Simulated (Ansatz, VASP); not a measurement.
## WS2: VASP beside Ansatz

```
W S
1.0
     3.08316    0.00074    0.00000
    -1.54093    2.73551    0.00000
     0.00000    0.00000   12.74069
W S
2 4
Direct
  0.33337 0.66671 0.25000
  0.66663 0.33329 0.75000
  0.33471 0.66953 0.62625
  0.66529 0.33047 0.12625
  0.33471 0.66953 0.87375
  0.66529 0.33047 0.37375
```

Alike in both runs: task single point; functional PBEsol; k mesh 12 × 12 × 2; occupations gaussian, width 0.02 eV; no spin polarisation.

|  | VASP | Ansatz |
| --- | --- | --- |
| version | VASP 6.6.1 | Ansatz 0.2.0 |
| potentials or method | VASP PAW PBE potentials, release 64 (W_sv, S), cutoff 500 eV | scalar-relativistic, plane waves, PAW |
| valence electrons in the cell | 52 | 52 |

```csv
,VASP,Ansatz,Ansatz less VASP
gap on the k mesh at the Fermi level (eV),1.14,1.12,-0.015
least direct gap on the mesh (eV),1.98,1.98,-0.004
pressure (GPa),1.8,1.7,-0.12
"traceless stress, the component that is largest in VASP (GPa)",3.37,3.37,+0.004
rms of the force components (eV/Å),0.010,0.000,-0.0101
```

VASP's potentials were made for PBE, not for PBEsol. Atom by atom the forces differ by 0.010 eV/Å (rms over components).

Spin-orbit coupling is off throughout.
